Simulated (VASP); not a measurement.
Write the native input for VASP 6.6.1 that does the following.

* Task: single point
* Functional: PBEsol
* Potentials or basis: VASP PAW PBE potentials, release 64 (Ta_pv)
* Cutoff: 520 eV
* k mesh: 17 × 17 × 9
* Occupations: fermi-dirac, width 0.1 eV
* Spin: no spin polarisation
* Dipole correction: no
* Further INCAR settings: ALGO = Normal; EDIFF = 1e-07; NBANDS = 18

The structure of Ta lies in POSCAR:

```
Ta
1.0
    2.5613886669      0.0000000000      0.0000000000
   -1.2806943335      2.2182276545      0.0000000000
    0.0000000000      0.0000000000      4.4680295488
Ta
2
Direct
    0.3333333333      0.6666666667      0.2500000000
    0.6666666667      0.3333333333      0.7500000000
```

This isn't the form of Ta at room conditions, which is bcc.

The input as run:

INCAR

```
SYSTEM = Ta
ALGO     = Normal         ! electronic algorithm
EDIFF    = 1E-7           ! SCF threshold, eV
ENCUT    = 520            ! plane-wave cutoff, eV
GGA      = PS             ! functional
ISIF     = 2              ! what is computed and relaxed
ISMEAR   = -1             ! smearing method
LASPH    = .TRUE.         ! aspherical terms in the spheres
LCHARG   = .FALSE.        ! write CHGCAR
LREAL    = .FALSE.        ! projectors in reciprocal space
LWAVE    = .FALSE.        ! write WAVECAR
NBANDS   = 18             ! bands
NELM     = 80             ! most SCF steps
PREC     = Accurate       ! precision mode
SIGMA    = 0.1            ! smearing width, eV
```

KPOINTS

```
k-points
0
G
  17 17 9
  0 0 0
```

Potentials or basis: VASP PAW PBE potentials, release 64 (Ta_pv).

The run is started by

```console
$ cat potpaw_PBE.64/Ta_pv/POTCAR > POTCAR
$ mpirun -np 1 vasp_std > vasp.out
```

It gave:

```yaml
Pressure: 138.6 GPa
Band_gap_on_the_k_mesh: zero (bands 11 and 12 overlap by 3.86 eV)
```

Caveat: the cell stands under pressure; the PAW data sets were made with another functional, which shifts forces and pressure a little; spin-orbit coupling is left out, which moves the levels of the heavy elements.

It took 96 s on 1 thread of Intel Xeon 8259CL (shared host), peak memory 0.19 GiB.
